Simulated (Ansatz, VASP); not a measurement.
## Two plane-wave programs on ZnSe

INCAR

```
SYSTEM = ZnSe
ALGO = Normal
EDIFF = 1E-6
ENCUT = 520
GGA = PE
ISIF = 2
ISMEAR = 0
LASPH = .TRUE.
LCHARG = .FALSE.
LREAL = .FALSE.
LWAVE = .FALSE.
NBANDS = 16
NELM = 80
PREC = Accurate
SIGMA = 0.015
```

KPOINTS

```
k-points
0
G
  8 8 8
  0 0 0
```

File POSCAR:

```
ZnSe
1.0
    0.0000000000      2.8338000000      2.8338000000
    2.8338000000      0.0000000000      2.8338000000
    2.8338000000      2.8338000000      0.0000000000
Se Zn
1 1
Direct
    0.7500000000      0.7500000000      0.7500000000
    0.0000000000      0.0000000000      0.0000000000
```

Contents of input.yaml:

```yaml
crystal:
  lattice:
    - [0.0, 2.8338, 2.8338]
    - [2.8338, 0.0, 2.8338]
    - [2.8338, 2.8338, 0.0]
  atoms:
    - { symbol: Se, position: [0.75, 0.75, 0.75] }
    - { symbol: Zn, position: [0.0, 0.0, 0.0] }
hamiltonian:
  xc: pbe
  pseudopotentials: { kind: paw }
kpoints:
  mp_grid: { grid: [8, 8, 8] }
scf:
  occupations: { method: gaussian, width: 0.015 }
output:
  forces: true
  stress: true
  eigenvalues: true
  write_density: true
  write_potential: true
  elf: true
  volumetric_format: npy
```

Alike in both runs: task single point; functional PBE; k mesh 8 × 8 × 8; occupations gaussian, width 0.015 eV; no spin polarisation.

```csv
,VASP,Ansatz
version,VASP 6.6.1,Ansatz 0.2.0
potentials or method,"VASP PAW PBE potentials, release 64 (Se, Zn)",Ansatz PAW
plane-wave cutoff (eV),520,420
valence electrons in the cell,18,28
```

|  | VASP | Ansatz | Ansatz less VASP |
| --- | --- | --- | --- |
| gap on the k mesh at the Fermi level (eV) | 1.29 | 1.29 | -0.002 |
| least direct gap on the mesh (eV) | 1.29 | 1.29 | -0.002 |
| pressure (GPa) | 2.3 | 2.1 | -0.24 |

VASP's potentials hold 18 valence electrons a cell and Ansatz's 28, so a difference there can come from the potentials and not from the codes.
